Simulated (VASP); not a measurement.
Wanted: the native input for a VASP 6.6.1 run.

- Task: single point
- Functional: PBE
- Potentials or basis: VASP PAW PBE potentials, release 64 (Sb)
- Cutoff: 520 eV
- k mesh: 13 × 13 × 13
- Occupations: fermi-dirac, width 0.05 eV
- Spin: no spin polarisation
- Dipole correction: no
- Further INCAR settings: ALGO = Normal; EDIFF = 1e-06; NBANDS = 8

The structure of Sb lies in POSCAR:

```
Sb
1.0
    3.1600000000     -0.0474000000     -0.0474000000
   -0.0474000000      3.1600000000     -0.0474000000
   -0.0474000000     -0.0474000000      3.1600000000
Sb
1
Direct
    0.0000000000      0.0000000000      0.0000000000
```

This cell differs from its parent crystal: equal xy, yz and zx shear strains of -3 %.

The input as run:

INCAR

```
SYSTEM = Sb
PREC = Accurate
ENCUT = 520
EDIFF = 1E-6
ISMEAR = -1
SIGMA = 0.05
LREAL = .False.
LASPH = .True.
NELM = 100
ALGO = Normal
ISIF = 2
LWAVE = .False.
LCHARG = .True.
GGA = PE
LELF = .True.
LVHAR = .True.
NBANDS = 8
```

KPOINTS

```
regular mesh
0
Gamma
  13 13 13
  0 0 0
```

Potentials or basis: VASP PAW PBE potentials, release 64 (Sb).

Run with:

```bash
$ cat potpaw_PBE.64/Sb/POTCAR > POTCAR
$ mpirun -np 1 vasp_std > vasp.out
```

It gave:

```json
{
 "Pressure": "-2.6 GPa"
}
```

Caveat: the cell differs from its parent crystal (equal xy, yz and zx shear strains of -3 %).

It took 31 s on 1 thread of Intel(R) Xeon(R) Platinum 8488C (Sapphire Rapids), on a shared host, peak memory 0.18 GiB.
